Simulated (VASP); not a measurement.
Input of a VASP 6.6.1 run:

INCAR

```
  ALGO = Normal
  EDIFF = 1E-7
  ENCUT = 520
  GGA = PE
  ISIF = 2
  ISMEAR = 0
  LASPH = T
  LCHARG = F
  LREAL = F
  LWAVE = F
  NBANDS = 42
  NELM = 60
  PREC = Accurate
  SIGMA = 0.1
```

KPOINTS

```
k-points
0
Gamma
  6 6 1
```

File POSCAR:

```
P
1.0
    3.2893548589     -0.0000000027      0.0000000000
   -1.6446774271      2.8486648712      0.0000000000
    0.0000000000      0.0000000000     34.4621813453
P
12
Direct
    0.0000000000      0.0000000000      0.1841714787
    0.0000000000      0.0000000000      0.6841714787
    0.0000000000      0.0000000000      0.3158285213
    0.0000000000      0.0000000000      0.8158285213
    0.3333333333      0.6666666667      0.5179423459
    0.6666666667      0.3333333333      0.0179423459
    0.3333333333      0.6666666667      0.9820576541
    0.6666666667      0.3333333333      0.4820576541
    0.3333333333      0.6666666667      0.6482974952
    0.6666666667      0.3333333333      0.1482974952
    0.3333333333      0.6666666667      0.8517025048
    0.6666666667      0.3333333333      0.3517025048
```

Potentials or basis: VASP PAW PBE potentials, release 64 (P).

Launch:

```bash
$ cat potpaw_PBE.64/P/POTCAR > POTCAR
$ mpirun -np 1 vasp_std > vasp.out
```

(1) What does it give for the pressure?

(2) Estimate the band gap on the k mesh.

(3) Predict the largest force.

Results:

(1) -0.2 GPa.

(2) 1.48 eV, indirect (least direct gap 1.88 eV).

(3) 0.084 eV/Å.

Caveat: this functional lacks dispersion, which binds the layers, so the pressure and a relaxed spacing across them are unreliable.
